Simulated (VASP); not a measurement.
Input of a VASP 6.6.1 run:

The input POSCAR:

```
CdS
1.0
    0.0000000000      2.9392138883      2.9392138883
    2.9392138883      0.0000000000      2.9392138883
    2.9392138883      2.9392138883      0.0000000000
Cd S
1 1
Direct
    0.0000000000      0.0000000000      0.0000000000
    0.2500000000      0.2500000000      0.2500000000
```

File INCAR.step1:

```
PREC = Accurate ; ENCUT = 550
ISMEAR = 0 ; SIGMA = 0.01
LREAL = False ; LASPH = True
NELM = 120 ; NBANDS = 16
GGA = PE ; ALGO = Normal
EDIFF = 1E-5 ; LWAVE = True
LCHARG = False ; GGA_COMPAT = False
```

File INCAR.step2:

```
PREC = Accurate ; ENCUT = 550
EDIFF = 1E-6 ; ISMEAR = 0
SIGMA = 0.01 ; LREAL = False
LASPH = True ; NELM = 120
ALGO = Normal ; ISIF = 2
LWAVE = False ; LCHARG = False
METAGGA = R2SCAN ; LMIXTAU = True
IVDW = 12 ; VDW_S6 = 1.0
VDW_S8 = 0.78981345 ; VDW_A1 = 0.49484001
VDW_A2 = 5.73083694 ; NBANDS = 16
ISTART = 1 ; GGA_COMPAT = False
```

KPOINTS

```
Automatic mesh
0
Gamma
  6 6 6
```

Potentials or basis: VASP PAW PBE potentials, release 64 (Cd, S).

Run with:

```sh
$ cat potpaw_PBE.64/Cd/POTCAR potpaw_PBE.64/S/POTCAR > POTCAR
$ cp INCAR.step1 INCAR
$ mpirun -np 1 vasp_std > vasp.out
$ cp INCAR.step2 INCAR
$ mpirun -np 1 vasp_std > vasp.out
```

Q: What does it give for the band gap on the k mesh?

A: 1.54 eV.

Q: What does it give for the dispersion energy per atom?

A: -0.145 eV.

Caveat: the PAW data sets were made with another functional, which shifts forces and pressure a little. r2SCAN opens gaps a little over a GGA but as a rule still falls short of measured ones.
